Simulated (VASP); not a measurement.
Here is a VASP 6.6.1 calculation.

Contents of INCAR:

```
PREC = Accurate
ENCUT = 520
EDIFF = 1E-6
ISMEAR = -1
SIGMA = 0.1
LREAL = F
LASPH = T
NELM = 100
ALGO = Normal
ISIF = 2
LWAVE = F
LCHARG = F
GGA = CA
NBANDS = 16
```

Contents of KPOINTS:

```
Automatic mesh
0
Gamma
  14 14 14
```

The input POSCAR:

```
NbSi
1.0
    2.4684058368      0.0000000000      0.0000000000
    0.0000000000      2.4684058368      0.0000000000
    0.0000000000      0.0000000000      2.4684058368
Nb Si
1 1
Direct
    0.0000000000      0.0000000000      0.0000000000
    0.5000000000      0.5000000000      0.5000000000
```

Potentials or basis: VASP PAW LDA potentials, release 64 (Nb_sv, Si).

Launch:

```sh
$ cat potpaw_LDA.64/Nb_sv/POTCAR potpaw_LDA.64/Si/POTCAR > POTCAR
$ mpirun -np 1 vasp_std > vasp.out
```

**Question.** Predict the pressure.

**Answer.** 496.4 GPa.
